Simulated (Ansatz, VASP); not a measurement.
**One calculation of BN, two programs**

```xyz
8
Lattice="0.0000 0.0000 4.3377 2.5077 3.3395 2.1688 -2.5077 3.3395 2.1688" Properties=species:S:1:pos:R:3 pbc="T T T"
B     1.2538    3.3395    4.4714
B    -1.2538    3.3395    4.3381
B     0.0000    3.3395    2.1693
B     2.5077    3.3395    2.1693
N     1.2538    3.3395    2.8915
N    -1.2538    3.3395    2.8915
N     0.0000    3.3395    5.0603
N     0.0000    0.0000    2.8915
```

Alike in both runs: task single point; functional PBE; dispersion D3(BJ); k mesh 6 × 6 × 6; occupations gaussian, width 0.05 eV; no spin polarisation.

```csv
,VASP,Ansatz
version,VASP 6.6.1,Ansatz 0.2.0
potentials or method,"VASP PAW PBE potentials, release 64 (B, N), cutoff 520 eV","scalar-relativistic, plane waves, PAW"
valence electrons in the cell,32,32
```

VASP gave:

| Quantity | Value |
| --- | --- |
| gap on the k mesh at the Fermi level (eV) | 3.88 |
| least direct gap on the mesh (eV) | 4.06 |
| pressure (GPa) | 1.6 |
| traceless stress, the component that is largest in VASP (GPa) | 4.08 |
| rms of the force components (eV/Å) | 1.285 |

Q: What did Ansatz give for the same quantities?

A: gap on the k mesh at the Fermi level (eV): 3.89; least direct gap on the mesh (eV): 4.07; pressure (GPa): 1.5; traceless stress, the component that is largest in VASP (GPa): 3.98; rms of the force components (eV/Å): 1.286.

Atom by atom the forces differ by 0.004 eV/Å (rms over components).
